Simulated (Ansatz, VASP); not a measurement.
NbH2 in VASP and in Ansatz

```
Nb H
1.0
     0.00000    2.31152    2.31152
     2.31152    0.00000    2.31152
     2.31152    2.31152    0.00000
Nb H
1 2
Direct
  0.00000 0.00000 0.00000
  0.25000 0.25000 0.25000
  0.75000 0.75000 0.75000
```

Change from the starting cell: volume scaled by 1.04, crystal datasets.

Alike in both runs: task electric field gradients; functional LDA; k mesh 15 × 15 × 15; occupations fermi-dirac, width 0.03 eV; no spin polarisation.

|  | VASP | Ansatz |
| --- | --- | --- |
| version | VASP 6.6.1 | Ansatz 0.2.0 |
| potentials or method | VASP PAW LDA potentials, release 64 (Nb_sv, H), cutoff 520 eV | all-electron PAW with datasets made for the crystal, scalar-relativistic |

```csv
,VASP,Ansatz,Ansatz less VASP
pressure (GPa),-14.3,-14.2,+0.13
```

LDA's correlation is that of Perdew and Zunger in VASP and of Perdew and Wang (1992) in Ansatz. Ansatz ran all-electron here, and VASP with PAW potentials.
